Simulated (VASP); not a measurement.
A run of VASP 6.6.1 is set up as follows.

Contents of INCAR:

```
SYSTEM = SrTiO3
PREC = Accurate
ENCUT = 600
EDIFF = 1E-6
ISMEAR = 0
SIGMA = 0.01
LREAL = .FALSE.
LASPH = .TRUE.
NELM = 60
ALGO = Normal
ISIF = 3
LWAVE = .FALSE.
LCHARG = .FALSE.
GGA = PS
IBRION = 2
NSW = 80
EDIFFG = -0.003
```

File KPOINTS:

```
regular mesh
0
G
  6 6 6
  0 0 0
```

Contents of POSCAR:

```
SrTiO3
1.0
   -2.7000000000      2.7000000000      3.8500000000
    2.7000000000     -2.7000000000      3.8500000000
    2.7000000000      2.7000000000     -3.8500000000
Sr Ti O
2 2 6
Direct
    0.7500000000      0.2500000000      0.5000000000
    0.2500000000      0.7500000000      0.5000000000
    0.0000000000      0.0000000000      0.0000000000
    0.5000000000      0.5000000000      0.0000000000
    0.2500000000      0.2500000000      0.0000000000
    0.7500000000      0.7500000000      0.0000000000
    0.7700000000      0.2700000000      0.0400000000
    0.2300000000      0.7300000000      0.9600000000
    0.2700000000      0.2300000000      0.5000000000
    0.7300000000      0.7700000000      0.5000000000
```

Potentials or basis: VASP PAW PBE potentials, release 64 (Sr_sv, Ti_sv, O).

Run with:

```bash
$ cat potpaw_PBE.64/Sr_sv/POTCAR potpaw_PBE.64/Ti_sv/POTCAR potpaw_PBE.64/O/POTCAR > POTCAR
$ mpirun -np 1 vasp_std > vasp.out
```

(1) Predict the relaxed cell.

(2) Predict the relaxed volume.

(3) Predict the band gap on the k mesh.

(4) What does it give for the space group after relaxing (to 0.1 Å)?

Answers

(1) a = 5.510 Å, b = 5.510 Å, c = 5.510 Å, α = 120.19°, β = 120.19°, γ = 89.68°.

(2) 11.80 Å³/atom.

(3) 1.92 eV.

(4) I4/mcm (No. 140).

Caveat: the PAW data sets were made with another functional, which shifts forces and pressure a little.
